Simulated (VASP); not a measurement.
# Rh (R-3m) in VASP: notebook

Runs on Rh. Level: PBE. Tasks: electric field gradients.

Program: VASP 6.6.1. These are calculated values, not measurements. Logs are shortened: lines on timing, memory, paths and dates and some standing lists are left out, and cuts for length are marked.

## (1) The cell of the first run

It takes space group R-3m (No. 166, trigonal). Conventional cell: a = 2.676 Å, b = 2.676 Å, c = 6.653 Å, α = 90.00°, β = 90.00°, γ = 120.00°. Within 3.5 Å of Rh (site symmetry -3m) lie 12 Rh at 2.68 to 2.70 Å.

## (2) Electric field gradients, PBE (equal xy, yz and zx shear strains of +1 %)

INCAR reads:

```
SYSTEM = Rh
PREC = Accurate ; ENCUT = 520
EDIFF = 1E-8 ; ISMEAR = -1
SIGMA = 0.08 ; LREAL = .FALSE.
LASPH = .TRUE. ; NELM = 60
ALGO = Normal ; ISIF = 2
LWAVE = .FALSE. ; LCHARG = .FALSE.
GGA = PE ; LEFG = .TRUE.
NBANDS = 14
```

KPOINTS reads:

```
Automatic mesh
0
G
  16 16 16
  0 0 0
```

POSCAR reads:

```
Rh
1.0
    0.0190155000      1.9110577500      1.9110577500
    1.9110577500      0.0190155000      1.9110577500
    1.9110577500      1.9110577500      0.0190155000
Rh
1
Direct
    0.0000000000      0.0000000000      0.0000000000
```

Potentials or basis: VASP PAW PBE potentials, release 64 (Rh_pv).

Started as:

```bash
$ cat potpaw_PBE.64/Rh_pv/POTCAR > POTCAR
$ mpirun -np 1 vasp_std > vasp.out
```

OUTCAR:

```text
SYSTEM = Rh
   PREC = Accurate
   ENCUT = 520
   EDIFF = 1E-8
   ISMEAR = -1
   LREAL = .FALSE.
   LASPH = .TRUE.
   NELM = 60
   ISIF = 2
   GGA = PE

 ion  position               nearest neighbor table
   1  0.000  0.000  0.000-

  LATTYP: Found a trigonal (rhomboedric) cell.
 ALAT       =     2.7027106832
 COS(alpha) =     0.5099250056

  Lattice vectors:

 A1 = (   0.0190155000,   1.9110577500,   1.9110577500)
 A2 = (   1.9110577500,   0.0190155000,   1.9110577500)
 A3 = (   1.9110577500,   1.9110577500,   0.0190155000)

Analysis of symmetry for initial positions (statically):
=====================================================================
 Subroutine PRICEL returns:
 Original cell was already a primitive cell.

 Routine SETGRP: Setting up the symmetry group for a
 trigonal (rhombohedral) supercell.

 Subroutine GETGRP returns: Found 12 space group operations
 (whereof 12 operations were pure point group operations)
 out of a pool of 12 trial point group operations.

The static configuration has the point symmetry D_3d.

Analysis of symmetry for dynamics (positions and initial velocities):
=====================================================================
 Subroutine PRICEL returns:
 Original cell was already a primitive cell.

 Routine SETGRP: Setting up the symmetry group for a
 trigonal (rhombohedral) supercell.

 Subroutine GETGRP returns: Found 12 space group operations
 (whereof 12 operations were pure point group operations)
 out of a pool of 12 trial point group operations.

The dynamic configuration has the point symmetry D_3d.

 Subroutine INISYM returns: Found 12 space group operations
 (whereof 12 operations are pure point group operations),
 and found     1 'primitive' translations

----------------------------------------------------------------------------------------

                                     Primitive cell

  volume of cell :      13.7506

  direct lattice vectors                    reciprocal lattice vectors
     0.019015500  1.911057750  1.911057750    -0.265572953  0.262956471  0.262956471
     1.911057750  0.019015500  1.911057750     0.262956471 -0.265572953  0.262956471
     1.911057750  1.911057750  0.019015500     0.262956471  0.262956471 -0.265572953

  length of vectors
     2.702710683  2.702710683  2.702710683     0.456969588  0.456969588  0.456969588

  position of ions in fractional coordinates (direct lattice)
     0.000000000  0.000000000  0.000000000

  ion indices of the primitive-cell ions
   primitive index   ion index
                 1           1

----------------------------------------------------------------------------------------

 KPOINTS: Automatic mesh

Automatic generation of k-mesh.
 Grid dimensions read from file:
 generate k-points for:   16   16   16

 Generating k-lattice:

  Cartesian coordinates                     Fractional coordinates (reciprocal lattice)
    -0.016598310  0.016434779  0.016434779     0.062500000  0.000000000 -0.000000000
     0.016434779 -0.016598310  0.016434779     0.000000000  0.062500000 -0.000000000
     0.016434779  0.016434779 -0.016598310     0.000000000  0.000000000  0.062500000

  Length of vectors
     0.028560599  0.028560599  0.028560599

  Shift w.r.t. Gamma in fractional coordinates (k-lattice)
     0.000000000  0.000000000  0.000000000

 Subroutine IBZKPT returns following result:
 ===========================================

 Found    417 irreducible k-points:

 Following reciprocal coordinates:
            Coordinates               Weight
  0.000000  0.000000  0.000000      1.000000
  0.062500  0.000000 -0.000000      6.000000
  0.125000  0.000000 -0.000000      6.000000
  0.187500  0.000000  0.000000      6.000000
  0.250000  0.000000 -0.000000      6.000000
  0.312500 -0.000000 -0.000000      6.000000
[... 16 lines left out ...]
 -0.125000  0.062500  0.000000     12.000000
 -0.062500  0.062500  0.000000      6.000000
 [... further k-points ...]
   k-points           NKPTS =    417   k-points in BZ     NKDIM =    417   number of bands    NBANDS=     14
   number of dos      NEDOS =    301   number of ions     NIONS =      1
   total plane-waves  NPLWV =   8000
   dimension x,y,z NGX =    20 NGY =   20 NGZ =   20
   dimension x,y,z NGXF=    40 NGYF=   40 NGZF=   40
   ions per type =               1
   NGX,Y,Z   is equivalent  to a cutoff of  12.30, 12.30, 12.30 a.u.
   NGXF,Y,Z  is equivalent  to a cutoff of  24.60, 24.60, 24.60 a.u.
 SYSTEM =  Rh
   PREC   = accura    normal or accurate (medium, high low for compatibility)
   ISTART =      0    job   : 0-new  1-cont  2-samecut
   ICHARG =      2    charge: 1-file 2-atom 10-const
   ISPIN  =      1    spin polarized calculation?
   LNONCOLLINEAR =      F non collinear calculations
   LSORBIT =      F    spin-orbit coupling
   LASPH  =      T    aspherical Exc in radial PAW
   ENCUT  =  520.0 eV  38.22 Ry    6.18 a.u.   5.03  5.03  5.03*2*pi/ulx,y,z
   NELM   =     60;   NELMIN=  2; NELMDL= -5     # of ELM steps
   EDIFF  = 0.1E-07   stopping-criterion for ELM
   LREAL  =      F    real-space projection
   EDIFFG = 0.1E-06   stopping-criterion for IOM
   NSW    =      0    number of steps for IOM
   IBRION =     -1    ionic relax: 0-MD 1-quasi-New 2-CG
   NFREE  =      0    steps in history (QN), initial steepest desc. (CG)
   ISIF   =      2    stress and relaxation
   ISYM   =      2    0-nonsym 1-usesym 2-fastsym
   POTIM  = 0.5000    time-step for ionic-motion
   TEBEG  =    0.0;   TEEND  =   0.0 temperature during run
   PSTRESS=    0.0 pullay stress
   NELECT =      15.0000    total number of electrons
   NUPDOWN=      -1.0000    fix difference up-down
   EMIN   =  10.00;   EMAX   =-10.00  energy-range for DOS
   EFERMI =   0.00;   METHOD = LEGACY
   ISMEAR =    -1;   SIGMA  =   0.08  broadening in eV -4-tet -1-fermi 0-gaus
   EFERMI_NEDOS =   21; number of points for ismear=-14 and -15
   IALGO  =     38    algorithm
   IMIX   =      4    mixing-type and parameters
     AMIX     =   0.40;   BMIX     =  1.00
     AMIX_MAG =   1.60;   BMIX_MAG =  1.00
  volume/ion in A,a.u.               =      13.75        92.79
  Fermi-wavevector in a.u.,A,eV,Ry     =   1.685253  3.184666 38.641582  2.840076
  Thomas-Fermi vector in A             =   2.768129
   LORBIT       =      0    0 simple, 1 ext, 2 COOP (PROOUT), +10 PAW based schemes
   GGA     = PE    functional components
   LHFCALC =     F    Hartree Fock is set to
   AEXX    =    0.0000 exact exchange contribution
   IVDW    =     0    specifies the selected vdW correction
   LEPSILON=     F    determine dielectric tensor
   LRPA    =     F    only Hartree local field effects (RPA)
 non-spin polarized calculation
  energy-cutoff  :      520.00
  volume of cell :       13.75
 maximum number of plane-waves:       380
   NGX =  9   NGY =  9   NGZ =  9

 number of electron      15.0000006 magnetization

 Free energy of the ion-electron system (eV)
  ---------------------------------------------------
  ext. energy  EPLUGINS =         0.00000000
  ---------------------------------------------------
  free energy    TOTEN  =        -7.26496309 eV

  energy without entropy =       -7.23534600  energy(sigma->0) =       -7.25015454

 E-fermi :  11.8942     XC(G=0): -14.0301

 val. band max:       11.8902617880   @ k =  -0.4375   0.1875   0.1875
 cond. band min:      11.8946531369   @ k =   0.4375   0.3750   0.3750
 fundamental gap:      0.0043913489
 Fermi energy:        11.8942394223

 k-point     1 :       0.0000    0.0000    0.0000
  band No.  band energies     occupation
      1     -34.4771      2.00000
      2     -34.4724      2.00000
      3     -34.4724      2.00000
      4       3.9439      2.00000
      5       8.7064      2.00000
      6       8.8837      2.00000
      7       8.8837      2.00000
      8      10.9162      1.99999
      9      10.9162      1.99999
     10      27.8940      0.00000
     11      32.4400      0.00000
     12      33.0451      0.00000
     13      33.5205      0.00000
     14      33.5205      0.00000
[... 375 lines left out ...]
 k-point    24 :      -0.0625    0.0625    0.0000
  band No.  band energies     occupation
      1     -34.5444      2.00000
      2     -34.4947      2.00000
      3     -34.4807      2.00000
      4       4.3610      2.00000
      5       8.6727      2.00000
      6       8.8716      2.00000
      7       9.0815      2.00000
      8      10.7183      2.00000
      9      10.9309      1.99999
     10      28.4954      0.00000
     11      31.7663      0.00000
     12      32.4420      0.00000
     13      33.3465      0.00000
     14      34.1398      0.00000

 [... further k-points ...]

------------------------ aborting loop because EDIFF is reached ----------------------------------------

  FORCE on cell =-STRESS in cart. coord.  units (eV):
  Direction    XX          YY          ZZ          XY          YZ          ZX
  --------------------------------------------------------------------------------------
  -------------------------------------------------------------------------------------
  Total        0.5294387      0.5294387      0.5294387     -0.1705393     -0.1705393     -0.1705393
  in kB       61.6886812     61.6886812     61.6886812    -19.8707482    -19.8707482    -19.8707482
  external PRESSURE =      61.6886812 kB  Pullay stress =       0.0000000 kB

 VOLUME and BASIS-vectors are now :
 -----------------------------------------------------------------------------
  energy-cutoff  :      520.00
  volume of cell :       13.75
      direct lattice vectors                 reciprocal lattice vectors
     0.019015500  1.911057750  1.911057750    -0.265572953  0.262956471  0.262956471
     1.911057750  0.019015500  1.911057750     0.262956471 -0.265572953  0.262956471
     1.911057750  1.911057750  0.019015500     0.262956471  0.262956471 -0.265572953

 POSITION                                       TOTAL-FORCE (eV/Angst)
 -----------------------------------------------------------------------------------
      0.00000      0.00000      0.00000         0.000000     -0.000000      0.000000
 -----------------------------------------------------------------------------------
    total drift:                                0.000000     -0.000000      0.000000

  FREE ENERGIE OF THE ION-ELECTRON SYSTEM (eV)
  ---------------------------------------------------
  free  energy   TOTEN  =        -7.2649630853 eV

  energy  without entropy=       -7.2353459967  energy(sigma->0) =       -7.25015454

 Electric field gradients (V/A^2)
---------------------------------------------------------------------
 ion       V_xx      V_yy      V_zz      V_xy      V_xz      V_yz
---------------------------------------------------------------------
   1      -0.000    -0.000    -0.000     0.641     0.641     0.641
---------------------------------------------------------------------

 Electric field gradients after diagonalization (V/A^2)
 (convention: |V_zz| > |V_xx| > |V_yy|)
----------------------------------------------------------------------
 ion       V_xx      V_yy      V_zz     asymmetry (V_yy - V_xx)/ V_zz
----------------------------------------------------------------------
   1      -0.641    -0.641     1.283       0.000
----------------------------------------------------------------------

           NMR quadrupolar parameters

 Cq : quadrupolar parameter    Cq=e*Q*V_zz/h
 eta: asymmetry parameters     (V_yy - V_xx)/ V_zz
 Q  : nuclear electric quadrupole moment in mb (millibarn)
----------------------------------------------------------------------
 ion       Cq(MHz)       eta       Q (mb)
----------------------------------------------------------------------
   1       0.003       0.000       1.000
----------------------------------------------------------------------
```

Wall time 25 s (1 thread of Intel Xeon 6975P-C (Granite Rapids), shared host); peak memory 0.18 GiB.

What came out:

```
Free energy                             : -7.2650 eV
Pressure                                : 6.2 GPa
Band gap on the k mesh                  : zero (an odd number of electrons rules out a gap without spin polarisation)
Largest electric field gradient by atom : Rh +1.3 V/Å²
```

Levels at points of the mesh, in eV from the Fermi level:
| k point | band 5 | band 6 | band 7 | band 8 | band 9 | band 10 |
| --- | --- | --- | --- | --- | --- | --- |
| (0.00, 0.00, 0.00) | -3.19 | -3.01 | -3.01 | -0.98 | -0.98 | 16.00 |
| (0.50, 0.00, 0.00) | -3.26 | -3.04 | 0.53 | 0.65 | 0.79 | 8.73 |
| (0.50, 0.50, 0.00) | -5.94 | 0.54 | 1.00 | 1.00 | 3.27 | 12.28 |
| (0.50, 0.50, 0.50) | -3.12 | -3.12 | 0.55 | 0.55 | 0.59 | 8.42 |

Electric field gradients, principal values (V/Å²):
| atom | least | middle | greatest (by size) |
| --- | --- | --- | --- |
| 1 Rh | -0.641 | -0.641 | 1.283 |

Caveat: the cell differs from its parent crystal (equal xy, yz and zx shear strains of +1 %); the cell stands under pressure; without QUAD_EFG the Cq values of the log hold for a quadrupole moment of 1 mb, not for the nuclei.

(Continued in part 2 of 3.)
